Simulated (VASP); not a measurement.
# BaS: single point with r2SCAN

BaS:

```
CELL_PARAMETERS angstrom
3.83376 0.00000 0.00000
0.00000 3.83376 0.00000
0.00000 0.00000 3.83376
ATOMIC_POSITIONS crystal
Ba 0.00000 0.00000 0.00000
S 0.50000 0.50000 0.50000
```

```
Program             : VASP 6.6.1
Task                : single point
Functional          : r2SCAN
Potentials or basis : VASP PAW PBE potentials, release 64 (Ba_sv, S)
Cutoff              : 520 eV
k mesh              : 6 × 6 × 6
Occupations         : gaussian, width 0.01 eV
Spin                : no spin polarisation
```

```yaml
Pressure: 1.0 GPa
Band_gap_on_the_k_mesh: 1.81 eV (least direct gap 1.91 eV)
```

Levels at points of the mesh, in eV from the valence-band top:
```tsv
k point	band 5	band 6	band 7	band 8	band 9	band 10	band 11	band 12
(0.00, 0.00, 0.00)	-11.53	-0.10	-0.10	-0.10	1.81	1.81	4.69	7.06
(0.50, 0.00, 0.00)	-10.24	-2.89	-0.73	-0.73	2.86	6.60	7.04	7.59
(0.50, 0.50, 0.00)	-11.10	-1.39	-1.39	0.00	2.66	3.88	4.80	4.80
(0.50, 0.50, 0.50)	-10.70	-2.81	-2.81	-2.81	7.94	7.94	7.94	8.44
```

Wall time 38 s on 1 thread of Intel(R) Xeon(R) 6975P-C (Granite Rapids), with other jobs on the host, peak memory 0.17 GiB.

Caveat: the structure was generated, so it needn't be the stable form of BaS; the PAW data sets were made with another functional, which shifts forces and pressure a little; spin-orbit coupling is left out, which moves the levels of the heavy elements. A k mesh can miss the band edges.
